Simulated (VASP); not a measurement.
# SrTa3 (Pm-3m) in VASP: notebook

SrTa3 is run at these levels: PBE; tasks: single point, relaxation of cell and atoms.

Everything below comes from runs of VASP 6.6.1. Logs are shortened: lines on timing, memory, paths and dates and some standing lists are left out, and cuts for length are marked.

### 1 The cell of the first run

Symmetry: Pm-3m, No. 221, cubic system. Conventional cell: a = 4.322 Å, b = 4.322 Å, c = 4.322 Å, α = 90.00°, β = 90.00°, γ = 90.00°. Sr (site symmetry m-3m) has 12 Ta at 3.06 Å within 4.0 Å. Ta (site symmetry 4/mmm) has 4 Sr at 3.06 Å and 8 Ta at 3.06 Å within 4.0 Å.

### 2 Single point, PBE

Contents of INCAR:

```
PREC = Accurate ; ENCUT = 520
EDIFF = 1E-6 ; ISMEAR = 0
SIGMA = 0.1 ; LREAL = F
LASPH = T ; NELM = 60
ALGO = Normal ; ISIF = 2
LWAVE = F ; LCHARG = F
GGA = PE ; NBANDS = 30
```

Contents of KPOINTS:

```
Automatic mesh
0
Gamma
  4 4 4
```

Contents of POSCAR:

```
SrTa3
1.0
    4.3222825941      0.0000000000      0.0000000000
    0.0000000000      4.3222825941      0.0000000000
    0.0000000000      0.0000000000      4.3222825941
Sr Ta
1 3
Direct
    0.0000000000      0.0000000000      0.0000000000
    0.0000000000      0.5000000000      0.5000000000
    0.5000000000      0.0000000000      0.5000000000
    0.5000000000      0.5000000000      0.0000000000
```

Potentials or basis: VASP PAW PBE potentials, release 64 (Sr_sv, Ta_pv).

Command:

```console
> cat potpaw_PBE.64/Sr_sv/POTCAR potpaw_PBE.64/Ta_pv/POTCAR > POTCAR
> mpirun -np 1 vasp_std > vasp.out
```

OUTCAR:

```text
PREC = Accurate
   ENCUT = 520
   EDIFF = 1E-6
   ISMEAR = 0
   LREAL = F
   LASPH = T
   NELM = 60
   ISIF = 2
   GGA = PE

 ion  position               nearest neighbor table
   1  0.000  0.000  0.000-   2 3.06   3 3.06   4 3.06   2 3.06   3 3.06   2 3.06   4 3.06   2 3.06
                             3 3.06   4 3.06   3 3.06   4 3.06
   2  0.000  0.500  0.500-   1 3.06   3 3.06   4 3.06   1 3.06   4 3.06   1 3.06   3 3.06   1 3.06
                             3 3.06   4 3.06   4 3.06   3 3.06
   3  0.500  0.000  0.500-   1 3.06   2 3.06   4 3.06   1 3.06   4 3.06   2 3.06   4 3.06   4 3.06
                             1 3.06   2 3.06   1 3.06   2 3.06
   4  0.500  0.500  0.000-   1 3.06   2 3.06   3 3.06   2 3.06   3 3.06   1 3.06   3 3.06   3 3.06
                             1 3.06   2 3.06   2 3.06   1 3.06

  LATTYP: Found a simple cubic cell.
 ALAT       =     4.3222825941

  Lattice vectors:

 A1 = (   4.3222825941,   0.0000000000,   0.0000000000)
 A2 = (   0.0000000000,   4.3222825941,   0.0000000000)
 A3 = (   0.0000000000,   0.0000000000,   4.3222825941)

Analysis of symmetry for initial positions (statically):
=====================================================================
 Subroutine PRICEL returns:
 Original cell was already a primitive cell.

 Routine SETGRP: Setting up the symmetry group for a
 simple cubic supercell.

 Subroutine GETGRP returns: Found 48 space group operations
 (whereof 48 operations were pure point group operations)
 out of a pool of 48 trial point group operations.

The static configuration has the point symmetry O_h .

Analysis of symmetry for dynamics (positions and initial velocities):
=====================================================================
 Subroutine PRICEL returns:
 Original cell was already a primitive cell.

 Routine SETGRP: Setting up the symmetry group for a
 simple cubic supercell.

 Subroutine GETGRP returns: Found 48 space group operations
 (whereof 48 operations were pure point group operations)
 out of a pool of 48 trial point group operations.

The dynamic configuration has the point symmetry O_h .

 Subroutine INISYM returns: Found 48 space group operations
 (whereof 48 operations are pure point group operations),
 and found     1 'primitive' translations

----------------------------------------------------------------------------------------

                                     Primitive cell

  volume of cell :      80.7494

  direct lattice vectors                    reciprocal lattice vectors
     4.322282594  0.000000000  0.000000000     0.231359236  0.000000000  0.000000000
     0.000000000  4.322282594  0.000000000     0.000000000  0.231359236  0.000000000
     0.000000000  0.000000000  4.322282594     0.000000000  0.000000000  0.231359236

  length of vectors
     4.322282594  4.322282594  4.322282594     0.231359236  0.231359236  0.231359236

  position of ions in fractional coordinates (direct lattice)
     0.000000000  0.000000000  0.000000000
     0.000000000  0.500000000  0.500000000
     0.500000000  0.000000000  0.500000000
     0.500000000  0.500000000  0.000000000

  ion indices of the primitive-cell ions
   primitive index   ion index
                 1           1
                 2           2
                 3           3
                 4           4

----------------------------------------------------------------------------------------

 KPOINTS: Automatic mesh

Automatic generation of k-mesh.
 Grid dimensions read from file:
 generate k-points for:    4    4    4

 Generating k-lattice:

  Cartesian coordinates                     Fractional coordinates (reciprocal lattice)
     0.057839809  0.000000000  0.000000000     0.250000000  0.000000000  0.000000000
     0.000000000  0.057839809  0.000000000     0.000000000  0.250000000  0.000000000
     0.000000000  0.000000000  0.057839809     0.000000000  0.000000000  0.250000000

  Length of vectors
     0.057839809  0.057839809  0.057839809

  Shift w.r.t. Gamma in fractional coordinates (k-lattice)
     0.000000000  0.000000000  0.000000000

 Subroutine IBZKPT returns following result:
 ===========================================

 Found     10 irreducible k-points:

 Following reciprocal coordinates:
            Coordinates               Weight
  0.000000  0.000000  0.000000      1.000000
  0.250000  0.000000  0.000000      6.000000
  0.500000  0.000000  0.000000      3.000000
  0.250000  0.250000  0.000000     12.000000
  0.500000  0.250000  0.000000     12.000000
  0.500000  0.500000  0.000000      3.000000
  0.250000  0.250000  0.250000      8.000000
  0.500000  0.250000  0.250000     12.000000
  0.500000  0.500000  0.250000      6.000000
  0.500000  0.500000  0.500000      1.000000
   k-points           NKPTS =     10   k-points in BZ     NKDIM =     10   number of bands    NBANDS=     30
   number of dos      NEDOS =    301   number of ions     NIONS =      4
   total plane-waves  NPLWV =  32768
   dimension x,y,z NGX =    32 NGY =   32 NGZ =   32
   dimension x,y,z NGXF=    64 NGYF=   64 NGZF=   64
   ions per type =               1   3
   NGX,Y,Z   is equivalent  to a cutoff of  12.31, 12.31, 12.31 a.u.
   NGXF,Y,Z  is equivalent  to a cutoff of  24.62, 24.62, 24.62 a.u.
 SYSTEM =  unknown system
   PREC   = accura    normal or accurate (medium, high low for compatibility)
   ISTART =      0    job   : 0-new  1-cont  2-samecut
   ICHARG =      2    charge: 1-file 2-atom 10-const
   ISPIN  =      1    spin polarized calculation?
   LNONCOLLINEAR =      F non collinear calculations
   LSORBIT =      F    spin-orbit coupling
   LASPH  =      T    aspherical Exc in radial PAW
   ENCUT  =  520.0 eV  38.22 Ry    6.18 a.u.   8.04  8.04  8.04*2*pi/ulx,y,z
   NELM   =     60;   NELMIN=  2; NELMDL= -5     # of ELM steps
   EDIFF  = 0.1E-05   stopping-criterion for ELM
   LREAL  =      F    real-space projection
   EDIFFG = 0.1E-04   stopping-criterion for IOM
   NSW    =      0    number of steps for IOM
   IBRION =     -1    ionic relax: 0-MD 1-quasi-New 2-CG
   NFREE  =      0    steps in history (QN), initial steepest desc. (CG)
   ISIF   =      2    stress and relaxation
   ISYM   =      2    0-nonsym 1-usesym 2-fastsym
   POTIM  = 0.5000    time-step for ionic-motion
   TEBEG  =    0.0;   TEEND  =   0.0 temperature during run
   PSTRESS=    0.0 pullay stress
   NELECT =      43.0000    total number of electrons
   NUPDOWN=      -1.0000    fix difference up-down
   EMIN   =  10.00;   EMAX   =-10.00  energy-range for DOS
   EFERMI =   0.00;   METHOD = LEGACY
   ISMEAR =     0;   SIGMA  =   0.10  broadening in eV -4-tet -1-fermi 0-gaus
   EFERMI_NEDOS =   21; number of points for ismear=-14 and -15
   IALGO  =     38    algorithm
   IMIX   =      4    mixing-type and parameters
     AMIX     =   0.40;   BMIX     =  1.00
     AMIX_MAG =   1.60;   BMIX_MAG =  1.00
  volume/ion in A,a.u.               =      20.19       136.23
  Fermi-wavevector in a.u.,A,eV,Ry     =   1.326940  2.507552 23.956713  1.760769
  Thomas-Fermi vector in A             =   2.456289
   LORBIT       =      0    0 simple, 1 ext, 2 COOP (PROOUT), +10 PAW based schemes
   GGA     = PE    functional components
   LHFCALC =     F    Hartree Fock is set to
   AEXX    =    0.0000 exact exchange contribution
   IVDW    =     0    specifies the selected vdW correction
   LEPSILON=     F    determine dielectric tensor
   LRPA    =     F    only Hartree local field effects (RPA)
 non-spin polarized calculation
 Gauss-broadening in eV      SIGMA  =   0.10
  energy-cutoff  :      520.00
  volume of cell :       80.75
 maximum number of plane-waves:      2192
   NGX = 17   NGY = 17   NGZ = 17

 number of electron      43.0000004 magnetization

 Free energy of the ion-electron system (eV)
  ---------------------------------------------------
  ext. energy  EPLUGINS =         0.00000000
  ---------------------------------------------------
  free energy    TOTEN  =       -32.23543135 eV

  energy without entropy =      -32.18639411  energy(sigma->0) =      -32.21091273

 E-fermi :   5.2948     XC(G=0): -11.8137

 val. band max:        5.2835031094   @ k =   0.5000   0.2500   0.2500
 cond. band min:       5.3396735826   @ k =   0.2500   0.2500   0.0000
 fundamental gap:      0.0561704733
 Fermi energy:         5.2948032709

 k-point     1 :       0.0000    0.0000    0.0000
  band No.  band energies     occupation
      1     -29.3102      2.00000
      2     -29.3102      2.00000
      3     -29.3102      2.00000
      4     -29.0263      2.00000
      5     -29.0263      2.00000
      6     -29.0263      2.00000
[... 22 lines left out ...]
     29      10.2444      0.00000
     30      11.0272      0.00000

 k-point     2 :       0.2500    0.0000    0.0000
  band No.  band energies     occupation
      1     -29.3029      2.00000
      2     -29.2668      2.00000
      3     -29.2668      2.00000
      4     -29.0424      2.00000
      5     -29.0424      2.00000
      6     -29.0314      2.00000
[... 22 lines left out ...]
     29       9.1652      0.00000
     30      10.8756      0.00000

 k-point     3 :       0.5000    0.0000    0.0000
  band No.  band energies     occupation
      1     -29.2917      2.00000
      2     -29.2046      2.00000
      3     -29.2046      2.00000
      4     -29.0762      2.00000
      5     -29.0762      2.00000
      6     -29.0365      2.00000
[... 22 lines left out ...]
     29       9.2429      0.00000
     30       9.5783      0.00000

 k-point     4 :       0.2500    0.2500    0.0000
  band No.  band energies     occupation
      1     -29.3684      2.00000
      2     -29.2222      2.00000
      3     -29.1634      2.00000
      4     -29.1211      2.00000
      5     -29.0503      2.00000
      6     -28.9657      2.00000
[... 154 lines left out ...]
     29       7.7355      0.00000
     30       9.8804      0.00000

 k-point     9 :       0.5000    0.5000    0.2500
  band No.  band energies     occupation
      1     -29.3860      2.00000
      2     -29.3124      2.00000
      3     -29.2504      2.00000
      4     -29.2504      2.00000
      5     -28.9116      2.00000
      6     -28.9116      2.00000
[... 22 lines left out ...]
     29       7.2302      0.00000
     30       9.3320      0.00000

 k-point    10 :       0.5000    0.5000    0.5000
  band No.  band energies     occupation
      1     -29.3976      2.00000
      2     -29.3211      2.00000
      3     -29.3211      2.00000
      4     -29.3211      2.00000
      5     -28.8422      2.00000
      6     -28.8422      2.00000
[... 22 lines left out ...]
     29       7.2935      0.00000
     30      10.3505      0.00000

------------------------ aborting loop because EDIFF is reached ----------------------------------------

  FORCE on cell =-STRESS in cart. coord.  units (eV):
  Direction    XX          YY          ZZ          XY          YZ          ZX
  --------------------------------------------------------------------------------------
  -------------------------------------------------------------------------------------
  Total        5.0187066      5.0187066      5.0187066     -0.0000000      0.0000000      0.0000000
  in kB       99.5778883     99.5778883     99.5778883     -0.0000000      0.0000000      0.0000000
  external PRESSURE =      99.5778883 kB  Pullay stress =       0.0000000 kB

 VOLUME and BASIS-vectors are now :
 -----------------------------------------------------------------------------
  energy-cutoff  :      520.00
  volume of cell :       80.75
      direct lattice vectors                 reciprocal lattice vectors
     4.322282594  0.000000000  0.000000000     0.231359236  0.000000000  0.000000000
     0.000000000  4.322282594  0.000000000     0.000000000  0.231359236  0.000000000
     0.000000000  0.000000000  4.322282594     0.000000000  0.000000000  0.231359236

 POSITION                                       TOTAL-FORCE (eV/Angst)
 -----------------------------------------------------------------------------------
      0.00000      0.00000      0.00000         0.000000      0.000000      0.000000
      0.00000      2.16114      2.16114         0.000000      0.000000      0.000000
      2.16114      0.00000      2.16114         0.000000      0.000000      0.000000
      2.16114      2.16114      0.00000         0.000000      0.000000      0.000000
 -----------------------------------------------------------------------------------
    total drift:                                0.000000     -0.000000     -0.000000

  FREE ENERGIE OF THE ION-ELECTRON SYSTEM (eV)
  ---------------------------------------------------
  free  energy   TOTEN  =       -32.2354313536 eV

  energy  without entropy=      -32.1863941106  energy(sigma->0) =      -32.21091273
```

Wall time 9.3 s (1 thread of Intel Xeon 6975P-C (Granite Rapids), shared host); peak memory 0.18 GiB.

What came out:

* Free energy: -32.2354 eV
* Pressure: 10.0 GPa
* Band gap on the k mesh: zero (an odd number of electrons rules out a gap without spin polarisation)

Levels at points of the mesh, in eV from the Fermi level:
| k point | band 17 | band 18 | band 19 | band 20 | band 21 | band 22 | band 23 | band 24 | band 25 | band 26 |
| --- | --- | --- | --- | --- | --- | --- | --- | --- | --- | --- |
| (0.00, 0.00, 0.00) | -3.49 | -2.81 | -2.81 | -2.81 | 0.94 | 0.94 | 0.94 | 3.49 | 3.49 | 3.49 |
| (0.50, 0.00, 0.00) | -2.11 | -1.85 | -0.71 | -0.63 | -0.63 | -0.61 | -0.61 | 0.65 | 1.08 | 1.46 |
| (0.50, 0.50, 0.00) | -1.36 | -1.33 | -0.75 | -0.75 | -0.55 | -0.55 | -0.28 | -0.11 | 0.44 | 1.29 |
| (0.50, 0.50, 0.50) | -2.69 | -0.07 | -0.07 | -0.07 | 0.33 | 0.79 | 0.79 | 0.79 | 1.50 | 1.50 |

Caveat: the k points lie up to 0.36 Å⁻¹ apart, too coarse for converged energies and pressures of a metal; spin-orbit coupling is left out, which moves the levels of the heavy elements.

### 3 Single point, PBE

This run uses another cell than the first one, of 21.77 Å³/atom.

Contents of INCAR:

```
ALGO = Fast
EDIFF = 1E-6
ENCUT = 520
GGA = PE
ISIF = 2
ISMEAR = 0
LASPH = T
LCHARG = F
LREAL = F
LWAVE = F
NBANDS = 30
NELM = 60
PREC = Accurate
SIGMA = 0.1
```

Contents of KPOINTS:

```
k-points
0
Gamma
  4 4 4
```

Contents of POSCAR:

```
SrTa3
1.0
    4.4326140149      0.0000000000      0.0000000000
    0.0000000000      4.4326140149      0.0000000000
    0.0000000000      0.0000000000      4.4326140149
Sr Ta
1 3
Direct
    0.0000000000      0.0000000000      0.0000000000
    0.0000000000      0.5000000000      0.5000000000
    0.5000000000      0.0000000000      0.5000000000
    0.5000000000      0.5000000000      0.0000000000
```

Potentials or basis: VASP PAW PBE potentials, release 64 (Sr_sv, Ta_pv).

Command:

```console
> cat potpaw_PBE.64/Sr_sv/POTCAR potpaw_PBE.64/Ta_pv/POTCAR > POTCAR
> mpirun -np 1 vasp_std > vasp.out
```

It took 17 s on 1 thread of Intel Xeon 6975P-C (Granite Rapids), shared host; peak memory 0.21 GiB.

It converged, with:

```yaml
Free_energy: -32.4305 eV
Pressure: 0.3 GPa
Band_gap_on_the_k_mesh: zero (an odd number of electrons rules out a gap without spin polarisation)
```

Levels at points of the mesh, in eV from the Fermi level:
| k point | band 16 | band 17 | band 18 | band 19 | band 20 | band 21 | band 22 | band 23 | band 24 | band 25 |
| --- | --- | --- | --- | --- | --- | --- | --- | --- | --- | --- |
| (0.00, 0.00, 0.00) | -3.48 | -3.14 | -2.47 | -2.47 | -2.47 | 0.96 | 0.96 | 0.96 | 3.08 | 3.08 |
| (0.50, 0.00, 0.00) | -1.97 | -1.83 | -1.60 | -0.57 | -0.57 | -0.55 | -0.55 | -0.51 | 0.61 | 1.07 |
| (0.50, 0.50, 0.00) | -2.71 | -1.39 | -1.19 | -0.66 | -0.66 | -0.45 | -0.45 | -0.14 | -0.13 | 0.56 |
| (0.50, 0.50, 0.50) | -3.96 | -2.50 | 0.01 | 0.01 | 0.01 | 0.18 | 0.83 | 0.83 | 0.83 | 1.49 |

Caveat: spin-orbit coupling is left out, which moves the levels of the heavy elements.

### 4 Relaxation of cell and atoms, PBE

Contents of INCAR:

```
PREC = Accurate ; ENCUT = 600
EDIFF = 1E-6 ; ISMEAR = 0
SIGMA = 0.1 ; LREAL = False
LASPH = True ; NELM = 80
ALGO = Fast ; ISIF = 3
LWAVE = False ; LCHARG = False
GGA = PE ; IBRION = 2
NSW = 90 ; EDIFFG = -0.04
```

Contents of KPOINTS:

```
regular mesh
0
Gamma
  4 4 4
```

Contents of POSCAR:

```
SrTa3
1.0
    4.3222825941      0.0000000000      0.0000000000
    0.0000000000      4.3222825941      0.0000000000
    0.0000000000      0.0000000000      4.3222825941
Sr Ta
1 3
Direct
    0.0000000000      0.0000000000      0.0000000000
    0.0000000000      0.5000000000      0.5000000000
    0.5000000000      0.0000000000      0.5000000000
    0.5000000000      0.5000000000      0.0000000000
```

Command:

```console
> cat potpaw_PBE.64/Sr_sv/POTCAR potpaw_PBE.64/Ta_pv/POTCAR > POTCAR
> mpirun -np 1 vasp_std > vasp.out
```

Run time: 46 s. Hardware: 1 thread of Intel Xeon 6975P-C (Granite Rapids), shared host; peak memory 0.22 GiB.

Results (log left out):

| Property | Result |
| --- | --- |
| Free energy | -32.4305 eV |
| Relaxed volume | 21.88 Å³/atom |
| Relaxed cell | a = 4.440 Å, b = 4.440 Å, c = 4.440 Å, α = 90.00°, β = 90.00°, γ = 90.00° |
| Space group after relaxing (to 0.1 Å) | Pm-3m (No. 221) |
| Energy gained by relaxing | 48.6 meV/atom |
| Ionic steps | 3 |
| Pressure after relaxing | -0.2 GPa |
| Band gap on the k mesh | zero (an odd number of electrons rules out a gap without spin polarisation) |

The path:
| step | energy change (eV) | largest force (eV/Å) | pressure (GPa) | volume (Å³) |
| --- | --- | --- | --- | --- |
| 1 | 0.0000 | 0.0000 | 9.99 | 80.75 |
| 2 | 0.0771 | 0.0000 | -8.94 | 96.37 |
| 3 | -0.1943 | 0.0000 | -0.19 | 87.51 |

Final structure:
```
Sr Ta
1.0
     4.43977    0.00000    0.00000
     0.00000    4.43977    0.00000
     0.00000    0.00000    4.43977
Sr Ta
1 3
Direct
  0.00000 0.00000 0.00000
  0.00000 0.50000 0.50000
  0.50000 0.00000 0.50000
  0.50000 0.50000 0.00000
```

Levels at points of the mesh, in eV from the Fermi level:
| k point | band 17 | band 18 | band 19 | band 20 | band 21 | band 22 | band 23 | band 24 |
| --- | --- | --- | --- | --- | --- | --- | --- | --- |
| (0.00, 0.00, 0.00) | -3.12 | -2.45 | -2.45 | -2.45 | 0.96 | 0.96 | 0.96 | 3.05 |
| (0.50, 0.00, 0.00) | -1.82 | -1.59 | -0.57 | -0.57 | -0.55 | -0.55 | -0.49 | 0.61 |
| (0.50, 0.50, 0.00) | -1.39 | -1.18 | -0.65 | -0.65 | -0.44 | -0.44 | -0.14 | -0.13 |
| (0.50, 0.50, 0.50) | -2.49 | 0.02 | 0.02 | 0.02 | 0.18 | 0.84 | 0.84 | 0.85 |

Caveat: the k points lie up to 0.35 Å⁻¹ apart in the final cell, too coarse for converged energies and pressures of a metal; spin-orbit coupling is left out, which moves the levels of the heavy elements.

### 5 Overview

```tsv
task	cell	cutoff (eV)	gap on the mesh (eV)	pressure (GPa)
single point	a = 4.322 Å, 4 atoms	520	none	10.0
single point	a = 4.433 Å, 4 atoms	520	none	0.3
relaxation of cell and atoms	relaxed from a = 4.322 Å, 4 atoms	600	none	-0.2
```

Alike in all rows: level PBE; potentials or basis VASP PAW PBE potentials, release 64 (Sr_sv, Ta_pv); no spin polarisation; k mesh 4 × 4 × 4; smearing gaussian 0.1 eV.

Caveats: some runs use coarse meshes; spin-orbit coupling is left out, which moves the levels of the heavy elements.

Total energies depend on the potentials used, so only differences within one code and one set of settings carry meaning.
